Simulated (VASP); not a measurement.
# AlNi3: single point with PBE

AlNi3:

```
Ni Al
1.0
     3.55829    0.00000    0.00000
     0.00000    3.55829    0.00000
     0.00000    0.00000    3.52305
Ni Al
3 1
Direct
  0.50000 0.50000 0.00000
  0.50000 0.00000 0.50000
  0.00000 0.50000 0.50000
  0.00000 0.00000 0.00000
```

```
Program             : VASP 6.6.1
Task                : single point
Functional          : PBE
Potentials or basis : VASP PAW PBE potentials, release 64 (Ni, Al)
Cutoff              : 520 eV
k mesh              : 6 × 6 × 6
Occupations         : fermi-dirac, width 0.05 eV
Spin                : collinear spin, ferromagnetic start
Starting moments    : [1.0, 1.0, 1.0, 0.0] μB
```

```
Pressure                                              : 3.5 GPa
Net moment                                            : 0.69 μB per cell
Site moments                                          : Ni +0.25; Al -0.01 μB
Valence electrons inside the program's atomic spheres : Ni 9.41; Al 0.81
```

Stress tensor (GPa, compression positive):
```
3.16 0.00 0.00
0.00 3.16 0.00
0.00 0.00 4.08
```

Levels at points of the mesh, in eV from the Fermi level:
Spin up:
```csv
k point,band 15,band 16,band 17,band 18,band 19,band 20
"(0.00, 0.00, 0.00)",-0.07,-0.07,0.81,0.81,1.03,6.55
"(0.50, 0.00, 0.00)",-1.05,-0.50,-0.06,5.46,5.56,5.63
"(0.50, 0.50, 0.00)",-1.00,-0.98,-0.58,0.83,0.83,8.30
"(0.00, 0.00, 0.50)",-1.04,-0.53,-0.10,5.57,5.57,5.59
"(0.50, 0.00, 0.50)",-0.98,-0.96,-0.57,0.86,0.87,8.15
"(0.50, 0.50, 0.50)",-1.05,-0.26,-0.26,-0.24,-0.17,3.45
```
Spin down:
```
           k point  band 12  band 13  band 14  band 15  band 16  band 17  band 18  band 19  band 20  band 21
(0.00, 0.00, 0.00)    -0.37     0.01     0.32     0.36     0.36     0.78     0.78     0.99     6.64     6.76
(0.50, 0.00, 0.00)    -1.05    -0.92    -0.91    -0.82    -0.31     0.36     5.52     5.60     5.69     5.79
(0.50, 0.50, 0.00)    -1.16    -1.16    -1.10    -0.80    -0.60    -0.45     1.11     1.11     8.31     8.35
(0.00, 0.00, 0.50)    -1.00    -0.95    -0.95    -0.82    -0.35     0.32     5.62     5.62     5.64     5.64
(0.50, 0.00, 0.50)    -1.14    -1.12    -1.08    -0.77    -0.58    -0.44     1.14     1.15     8.19     8.21
(0.50, 0.50, 0.50)    -1.17    -1.15    -0.91    -0.87    -0.19     0.10     0.10     0.13     3.54     4.25
```

Wall time 58 s on 1 thread of Intel(R) Xeon(R) 6975P-C (Granite Rapids), on a shared host, peak memory 0.21 GiB.

Caveat: the cell stands under pressure.
